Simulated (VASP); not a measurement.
Set up this calculation in VASP 6.6.1, as the native input.

| Item | Value |
| --- | --- |
| Task | single point |
| Functional | PBEsol |
| Potentials or basis | VASP PAW PBE potentials, release 64 (Ba_sv, O) |
| Cutoff | 600 eV |
| k mesh | 8 × 8 × 8 |
| Occupations | gaussian, width 0.01 eV |
| Spin | no spin polarisation |
| Dipole correction | no |
| Further INCAR settings | ALGO = Normal; EDIFF = 1e-06; NBANDS = 15 |

The structure of BaO lies in POSCAR:

```
BaO
1.0
    0.0000000000      2.7451832401      2.7451832401
    2.7451832401      0.0000000000      2.7451832401
    2.7451832401      2.7451832401      0.0000000000
Ba O
1 1
Direct
    0.0000000000      0.0000000000      0.0000000000
    0.5000000000      0.5000000000      0.5000000000
```

One way to write it, as run:

INCAR

```
  PREC = Accurate
  ENCUT = 600
  EDIFF = 1E-6
  ISMEAR = 0
  SIGMA = 0.01
  LREAL = False
  LASPH = True
  NELM = 120
  ALGO = Normal
  ISIF = 2
  LWAVE = False
  LCHARG = False
  GGA = PS
  NBANDS = 15
  GGA_COMPAT = False
```

KPOINTS

```
regular mesh
0
Gamma
  8 8 8
```

Potentials or basis: VASP PAW PBE potentials, release 64 (Ba_sv, O).

Command:

```console
$ cat potpaw_PBE.64/Ba_sv/POTCAR potpaw_PBE.64/O/POTCAR > POTCAR
$ mpirun -np 1 vasp_std > vasp.out
```

Results of the run:

```
Pressure               : 1.8 GPa
Band gap on the k mesh : 1.77 eV
```

Caveat: the PAW data sets were made with another functional, which shifts forces and pressure a little; spin-orbit coupling is left out, which moves the levels of the heavy elements.

Run time: 20 s on 1 thread of Intel Xeon 8259CL (shared host), peak memory 0.19 GiB.
